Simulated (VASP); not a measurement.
A run of VASP 6.6.1 is set up as follows.

INCAR

```
PREC     = Accurate       # precision mode
ENCUT    = 600            # plane-wave cutoff, eV
EDIFF    = 1E-6           # SCF threshold, eV
ISMEAR   = -1             # smearing method
SIGMA    = 0.08           # smearing width, eV
LREAL    = F              # projectors in reciprocal space
LASPH    = T              # aspherical terms in the spheres
NELM     = 100            # most SCF steps
ALGO     = Normal         # electronic algorithm
ISIF     = 3              # what is computed and relaxed
LWAVE    = F              # write WAVECAR
LCHARG   = F              # write CHGCAR
GGA      = PE             # functional
IBRION   = 2              # ionic algorithm
NSW      = 60             # ionic steps
EDIFFG   = -0.005         # ionic threshold
PSTRESS  = 4600.0
```

KPOINTS

```
regular mesh
0
Gamma
  22 22 22
```

The input POSCAR:

```
Si
1.0
    0.0000000000      1.4588549543      1.4588549543
    1.4588549543      0.0000000000      1.4588549543
    1.4588549543      1.4588549543      0.0000000000
Si
1
Direct
    0.0000000000      0.0000000000      0.0000000000
```

Potentials or basis: VASP PAW PBE potentials, release 64 (Si).

Launch:

```bash
$ cat potpaw_PBE.64/Si/POTCAR > POTCAR
$ mpirun -np 1 vasp_std > vasp.out
```

Q: Estimate the band gap on the k mesh.

A: Zero (band 2 reaches 41.70 eV, above the bottom of band 3 at 19.79 eV).

Q: What does it give for the relaxed cell?

A: a = 2.062 Å, b = 2.062 Å, c = 2.062 Å, α = 60.00°, β = 60.00°, γ = 60.00°.

Q: Estimate the relaxed volume.

A: 6.20 Å³/atom.

Q: Predict the space group after relaxing (to 0.05 Å).

A: Fm-3m (No. 225).

Final structure:
```
CELL_PARAMETERS angstrom
0.00000 1.45786 1.45786
1.45786 0.00000 1.45786
1.45786 1.45786 0.00000
ATOMIC_POSITIONS crystal
Si 0.00000 0.00000 0.00000
```

Caveat: the cell is relaxed towards a set pressure, so the enthalpy falls and the energy may rise.
